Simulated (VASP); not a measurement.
# Zn (Im-3m) in VASP: notebook

Aim: see how the results for Zn move with the level of theory and the settings. Levels: BLYP+D3(BJ), PBEsol+D3(BJ), PBEsol. Tasks: relaxation of cell and atoms.

Program: VASP 6.6.1. These are calculated values, not measurements. Logs are shortened: lines on timing, memory, paths and dates and some standing lists are left out, and cuts for length are marked.

### 1 The cell of the first run

It takes space group Im-3m (No. 229, cubic). Conventional cell: a = 3.138 Å, b = 3.138 Å, c = 3.138 Å, α = 90.00°, β = 90.00°, γ = 90.00°. Within 3.6 Å of Zn (site symmetry m-3m) lie 14 Zn at 2.72 to 3.14 Å.

### 2 Relaxation of cell and atoms, BLYP+D3(BJ)

File INCAR:

```
PREC = Accurate
ENCUT = 600
EDIFF = 1E-6
ISMEAR = -1
SIGMA = 0.15
LREAL = False
LASPH = True
NELM = 100
ALGO = Normal
ISIF = 3
LWAVE = False
LCHARG = False
GGA = B5
ALDAX = 1.0
AGGAX = 1.0
AGGAC = 1.0
ALDAC = 0.0
IVDW = 12
VDW_S6 = 1.0
VDW_S8 = 2.6996
VDW_A1 = 0.4298
VDW_A2 = 4.2359
IBRION = 2
NSW = 80
EDIFFG = -0.01
```

File KPOINTS:

```
Automatic mesh
0
Gamma
  12 12 12
```

File POSCAR:

```
Zn
1.0
   -1.5690370000      1.5690370000      1.5690370000
    1.5690370000     -1.5690370000      1.5690370000
    1.5690370000      1.5690370000     -1.5690370000
Zn
1
Direct
    0.0000000000      0.0000000000      0.0000000000
```

Potentials or basis: VASP PAW PBE potentials, release 64 (Zn).

Launch:

```bash
> cat potpaw_PBE.64/Zn/POTCAR > POTCAR
> mpirun -np 1 vasp_std > vasp.out
```

OUTCAR:

```text
PREC = Accurate
   ENCUT = 600
   EDIFF = 1E-6
   ISMEAR = -1
   LREAL = False
   LASPH = True
   NELM = 100
   ISIF = 3
   GGA = B5
   IVDW = 12
   IBRION = 2
   NSW = 80
   EDIFFG = -0.01
 IVDW          = 12

 ion  position               nearest neighbor table
   1  0.000  0.000  0.000-

  LATTYP: Found a body centered cubic cell.
 ALAT       =     3.1380740000

  Lattice vectors:

 A1 = (  -1.5690370000,   1.5690370000,   1.5690370000)
 A2 = (   1.5690370000,  -1.5690370000,   1.5690370000)
 A3 = (   1.5690370000,   1.5690370000,  -1.5690370000)

Analysis of symmetry for initial positions (statically):
=====================================================================
 Subroutine PRICEL returns:
 Original cell was already a primitive cell.

 Routine SETGRP: Setting up the symmetry group for a
 body centered cubic supercell.

 Subroutine GETGRP returns: Found 48 space group operations
 (whereof 48 operations were pure point group operations)
 out of a pool of 48 trial point group operations.

The static configuration has the point symmetry O_h .

Analysis of symmetry for dynamics (positions and initial velocities):
=====================================================================
 Subroutine PRICEL returns:
 Original cell was already a primitive cell.

 Routine SETGRP: Setting up the symmetry group for a
 body centered cubic supercell.

 Subroutine GETGRP returns: Found 48 space group operations
 (whereof 48 operations were pure point group operations)
 out of a pool of 48 trial point group operations.

The dynamic configuration has the point symmetry O_h .

 Subroutine INISYM returns: Found 48 space group operations
 (whereof 48 operations are pure point group operations),
 and found     1 'primitive' translations

----------------------------------------------------------------------------------------

                                     Primitive cell

  volume of cell :      15.4511

  direct lattice vectors                    reciprocal lattice vectors
    -1.569037000  1.569037000  1.569037000     0.000000000  0.318666800  0.318666800
     1.569037000 -1.569037000  1.569037000     0.318666800  0.000000000  0.318666800
     1.569037000  1.569037000 -1.569037000     0.318666800  0.318666800  0.000000000

  length of vectors
     2.717651803  2.717651803  2.717651803     0.450662911  0.450662911  0.450662911

  position of ions in fractional coordinates (direct lattice)
     0.000000000  0.000000000  0.000000000

  ion indices of the primitive-cell ions
   primitive index   ion index
                 1           1

----------------------------------------------------------------------------------------

 KPOINTS: Automatic mesh

Automatic generation of k-mesh.
 Grid dimensions read from file:
 generate k-points for:   12   12   12
[... 62 lines left out ...]
   ENCUT  =  600.0 eV  44.10 Ry    6.64 a.u.   5.43  5.43  5.43*2*pi/ulx,y,z
   NELM   =    100;   NELMIN=  2; NELMDL= -5     # of ELM steps
   EDIFF  = 0.1E-05   stopping-criterion for ELM
   LREAL  =      F    real-space projection
   EDIFFG = -.1E-01   stopping-criterion for IOM
   NSW    =     80    number of steps for IOM
   IBRION =      2    ionic relax: 0-MD 1-quasi-New 2-CG
   NFREE  =      1    steps in history (QN), initial steepest desc. (CG)
   ISIF   =      3    stress and relaxation
   ISYM   =      2    0-nonsym 1-usesym 2-fastsym
   POTIM  = 0.5000    time-step for ionic-motion
   TEBEG  =    0.0;   TEEND  =   0.0 temperature during run
   PSTRESS=    0.0 pullay stress
   NELECT =      12.0000    total number of electrons
   NUPDOWN=      -1.0000    fix difference up-down
   EMIN   =  10.00;   EMAX   =-10.00  energy-range for DOS
   EFERMI =   0.00;   METHOD = LEGACY
   ISMEAR =    -1;   SIGMA  =   0.15  broadening in eV -4-tet -1-fermi 0-gaus
   EFERMI_NEDOS =   21; number of points for ismear=-14 and -15
   IALGO  =     38    algorithm
   IMIX   =      4    mixing-type and parameters
     AMIX     =   0.40;   BMIX     =  1.00
     AMIX_MAG =   1.60;   BMIX_MAG =  1.00
  volume/ion in A,a.u.               =      15.45       104.27
  Fermi-wavevector in a.u.,A,eV,Ry     =   1.504811  2.843681 30.809811  2.264457
  Thomas-Fermi vector in A             =   2.615742
   LORBIT       =      0    0 simple, 1 ext, 2 COOP (PROOUT), +10 PAW based schemes
   GGA     = B5    functional components
   LHFCALC =     F    Hartree Fock is set to
   AEXX    =    0.0000 exact exchange contribution
   IVDW    =    12    specifies the selected vdW correction
   LEPSILON=     F    determine dielectric tensor
   LRPA    =     F    only Hartree local field effects (RPA)
 conjugate gradient relaxation of ions
 non-spin polarized calculation
  energy-cutoff  :      600.00
  volume of cell :       15.45
 maximum number of plane-waves:       533
 NGX is ok and might be reduce to    24
   NGX = 11   NGY = 11   NGZ = 11

--------------------------------------- Ionic step        1  -------------------------------------------

 number of electron      11.9999995 magnetization

 Free energy of the ion-electron system (eV)
  ---------------------------------------------------
  ext. energy  EPLUGINS =         0.00000000
  ---------------------------------------------------
  free energy    TOTEN  =        -0.26479663 eV

  energy without entropy =       -0.23791283  energy(sigma->0) =       -0.25135473

------------------------ aborting loop because EDIFF is reached ----------------------------------------

 Edisp (eV)   -0.88484

 E8    (eV) :    -0.6389
[... 108 lines left out ...]
--------------------------------------- Ionic step        4  -------------------------------------------

 number of electron      11.9999999 magnetization

 Free energy of the ion-electron system (eV)
  ---------------------------------------------------
  ext. energy  EPLUGINS =         0.00000000
  ---------------------------------------------------
  free energy    TOTEN  =        -0.22155748 eV

  energy without entropy =       -0.19591120  energy(sigma->0) =       -0.20873434

 E-fermi :   3.9975     XC(G=0): -11.2294

 val. band max:        3.9290167128   @ k =   0.4167   0.0833   0.0000
 cond. band min:       4.0463728656   @ k =   0.3333   0.2500   0.0833
 fundamental gap:      0.1173561527
 Fermi energy:         3.9974826483

 k-point     1 :       0.0000    0.0000    0.0000
  band No.  band energies     occupation
      1      -6.7779      2.00000
      2      -4.1323      2.00000
      3      -4.1323      2.00000
      4      -4.1323      2.00000
      5      -3.5838      2.00000
      6      -3.5838      2.00000
      7      23.4711      0.00000
      8      23.4711      0.00000
      9      23.4711      0.00000
     10      25.5428      0.00000
[... 287 lines left out ...]
 k-point    24 :       0.4167    0.0833    0.0833
  band No.  band energies     occupation
      1      -4.6796      2.00000
      2      -4.4529      2.00000
      3      -3.5955      2.00000
      4      -3.5479      2.00000
      5      -3.4690      2.00000
      6       1.9471      2.00000
      7       3.2520      1.98620
      8      12.7315      0.00000
      9      13.5815      0.00000
     10      24.1864      0.00000

 [... further k-points ...]

------------------------ aborting loop because EDIFF is reached ----------------------------------------

 Edisp (eV)   -0.93686

 E8    (eV) :    -0.6766
[... 24 lines left out ...]
  FREE ENERGIE OF THE ION-ELECTRON SYSTEM (eV)
  ---------------------------------------------------
  free  energy   TOTEN  =        -1.1584166073 eV

  energy  without entropy=       -1.1327703288  energy(sigma->0) =       -1.14559347

 reached required accuracy - stopping structural energy minimisation
```

It took 28 s on 1 thread of Intel Xeon Platinum 8559C (Emerald Rapids), shared host; peak memory 0.15 GiB.

What came out:

```yaml
Free_energy: -1.1584 eV
Relaxed_volume: 14.62 Å³/atom
Relaxed_cell: a = 2.668 Å, b = 2.668 Å, c = 2.668 Å, α = 109.47°, β = 109.47°, γ = 109.47°
Space_group_after_relaxing_to_0.05_Å: Im-3m (No. 229)
Energy_gained_by_relaxing: 8.8 meV/atom
Ionic_steps: 4
Pressure_after_relaxing: 0.0 GPa
Band_gap_on_the_k_mesh: zero (band 6 reaches 8.21 eV, above the bottom of band 7 at 2.97 eV)
Dispersion_energy_per_atom: -0.937 eV
```

Step by step:
| step | energy change (eV) | largest force (eV/Å) | pressure (GPa) | volume (Å³) |
| --- | --- | --- | --- | --- |
| 1 | 0.0000 | 0.0000 | -3.20 | 15.45 |
| 2 | -0.0085 | 0.0000 | -0.78 | 14.77 |
| 3 | -0.0087 | 0.0000 | 0.23 | 14.57 |
| 4 | -0.0088 | 0.0000 | 0.01 | 14.62 |

Final structure:
```xyz
1
Lattice="-1.5402 1.5402 1.5402 1.5402 -1.5402 1.5402 1.5402 1.5402 -1.5402" Properties=species:S:1:pos:R:3 pbc="T T T"
Zn    0.0000    0.0000    0.0000
```

Caveat: the PAW data sets were made with another functional, which shifts forces and pressure a little; pairwise dispersion overbinds metals, which lowers pressure and volume.

### 3 Relaxation of cell and atoms, PBEsol+D3(BJ)

File INCAR:

```
PREC     = Accurate       # precision mode
ENCUT    = 600            # plane-wave cutoff, eV
EDIFF    = 1E-6           # SCF threshold, eV
ISMEAR   = -1             # smearing method
SIGMA    = 0.15           # smearing width, eV
LREAL    = F              # projectors in reciprocal space
LASPH    = T              # aspherical terms in the spheres
NELM     = 60             # most SCF steps
ALGO     = Normal         # electronic algorithm
ISIF     = 3              # what is computed and relaxed
LWAVE    = F              # write WAVECAR
LCHARG   = F              # write CHGCAR
GGA      = PS             # functional
IVDW     = 12             # dispersion correction
IBRION   = 2              # ionic algorithm
NSW      = 80             # ionic steps
EDIFFG   = -0.01          # ionic threshold
```

KPOINTS is that of step 2.

POSCAR is that of step 2.

Potentials or basis: VASP PAW PBE potentials, release 64 (Zn).

Launch:

```bash
> cat potpaw_PBE.64/Zn/POTCAR > POTCAR
> mpirun -np 1 vasp_std > vasp.out
```

Wall time 14 s (1 thread of Intel Xeon Platinum 8559C (Emerald Rapids), shared host); peak memory 0.15 GiB.

Results (log left out):

```yaml
Free_energy: -1.8907 eV
Relaxed_volume: 13.66 Å³/atom
Relaxed_cell: a = 2.608 Å, b = 2.608 Å, c = 2.608 Å, α = 109.47°, β = 109.47°, γ = 109.47°
Space_group_after_relaxing_to_0.05_Å: Im-3m (No. 229)
Energy_gained_by_relaxing: 55.7 meV/atom
Ionic_steps: 4
Pressure_after_relaxing: -0.1 GPa
Band_gap_on_the_k_mesh: zero (band 6 reaches 8.23 eV, above the bottom of band 7 at 3.09 eV)
Dispersion_energy_per_atom: -0.401 eV
```

The path:
| step | energy change (eV) | largest force (eV/Å) | pressure (GPa) | volume (Å³) |
| --- | --- | --- | --- | --- |
| 1 | 0.0000 | 0.0000 | -8.65 | 15.45 |
| 2 | -0.0557 | 0.0000 | -0.28 | 13.66 |
| 3 | -0.0557 | 0.0000 | 0.23 | 13.62 |
| 4 | -0.0557 | 0.0000 | -0.05 | 13.66 |

Final structure:
```cif
data_structure
_symmetry_space_group_name_H-M 'P 1'
_symmetry_Int_Tables_number 1
_cell_length_a 2.6081
_cell_length_b 2.6081
_cell_length_c 2.6081
_cell_angle_alpha 109.471
_cell_angle_beta 109.471
_cell_angle_gamma 109.471
_cell_volume 13.66
loop_
_atom_site_label
_atom_site_type_symbol
_atom_site_fract_x
_atom_site_fract_y
_atom_site_fract_z
_atom_site_occupancy
Zn1 Zn 0.00000 0.00000 0.00000 1
```

Levels at points of the mesh, in eV from the Fermi level:
| k point | band 4 | band 5 | band 6 | band 7 | band 8 | band 9 |
| --- | --- | --- | --- | --- | --- | --- |
| (0.00, 0.00, 0.00) | -8.20 | -7.57 | -7.57 | 20.98 | 20.98 | 20.98 |
| (0.50, 0.00, 0.00) | -7.53 | -7.16 | -3.28 | -0.85 | 12.22 | 13.43 |
| (0.50, 0.50, 0.50) | -7.26 | -7.26 | 4.29 | 4.29 | 4.29 | 8.88 |

Caveat: the PAW data sets were made with another functional, which shifts forces and pressure a little; pairwise dispersion overbinds metals, which lowers pressure and volume.

### 4 Relaxation of cell and atoms, PBEsol

File INCAR:

```
SYSTEM = Zn
PREC = Accurate
ENCUT = 600
EDIFF = 1E-6
ISMEAR = -1
SIGMA = 0.15
LREAL = .False.
LASPH = .True.
NELM = 80
ALGO = Normal
ISIF = 3
LWAVE = .False.
LCHARG = .False.
GGA = PS
IBRION = 2
NSW = 80
EDIFFG = -0.01
```

File KPOINTS:

```
Automatic mesh
0
Gamma
  12 12 12
  0 0 0
```

POSCAR is that of step 3.

Launch:

```bash
> cat potpaw_PBE.64/Zn/POTCAR > POTCAR
> mpirun -np 1 vasp_std > vasp.out
```

Wall time 14 s (1 thread of Intel Xeon Platinum 8559C (Emerald Rapids), shared host); peak memory 0.15 GiB.

Results (log left out):

| Property | Result |
| --- | --- |
| Free energy | -1.4997 eV |
| Relaxed volume | 14.35 Å³/atom |
| Relaxed cell | a = 2.652 Å, b = 2.652 Å, c = 2.652 Å, α = 109.47°, β = 109.47°, γ = 109.47° |
| Space group after relaxing (to 0.05 Å) | Im-3m (No. 229) |
| Energy gained by relaxing | 18.1 meV/atom |
| Ionic steps | 4 |
| Pressure after relaxing | 0.0 GPa |
| Band gap on the k mesh | zero (band 6 reaches 7.75 eV, above the bottom of band 7 at 2.59 eV) |

The path:
| step | energy change (eV) | largest force (eV/Å) | pressure (GPa) | volume (Å³) |
| --- | --- | --- | --- | --- |
| 1 | 0.0000 | 0.0000 | -4.89 | 15.45 |
| 2 | -0.0180 | 0.0000 | -0.50 | 14.42 |
| 3 | -0.0180 | 0.0000 | 0.24 | 14.32 |
| 4 | -0.0181 | 0.0000 | 0.03 | 14.35 |

Final structure:
```xyz
1
Lattice="-1.5310 1.5310 1.5310 1.5310 -1.5310 1.5310 1.5310 1.5310 -1.5310" Properties=species:S:1:pos:R:3 pbc="T T T"
Zn    0.0000    0.0000    0.0000
```

Levels at points of the mesh, in eV from the Fermi level:
```csv
k point,band 4,band 5,band 6,band 7,band 8,band 9
"(0.00, 0.00, 0.00)",-7.99,-7.42,-7.42,20.13,20.13,20.13
"(0.50, 0.00, 0.00)",-7.38,-7.04,-3.01,-0.91,11.82,13.11
"(0.50, 0.50, 0.50)",-7.13,-7.13,4.24,4.24,4.24,8.28
```

Caveat: the PAW data sets were made with another functional, which shifts forces and pressure a little.

### 5 Overview

```tsv
level	gap on the mesh (eV)	pressure (GPa)	relaxed volume (Å³/atom)
BLYP+D3(BJ)	none	0.0	14.62
PBEsol+D3(BJ)	none	-0.1	13.66
PBEsol	none	0.0	14.35
```

Alike in all rows: task relaxation of cell and atoms; potentials or basis VASP PAW PBE potentials, release 64 (Zn); no spin polarisation; cell relaxed; k mesh 12 × 12 × 12; cutoff (eV) 600; smearing fermi-dirac 0.15 eV.

Caveats: the PAW data sets were made with another functional, which shifts forces and pressure a little; pairwise dispersion overbinds metals, which lowers pressure and volume (some runs).

Absolute energies hang on the potentials; compare differences alone.
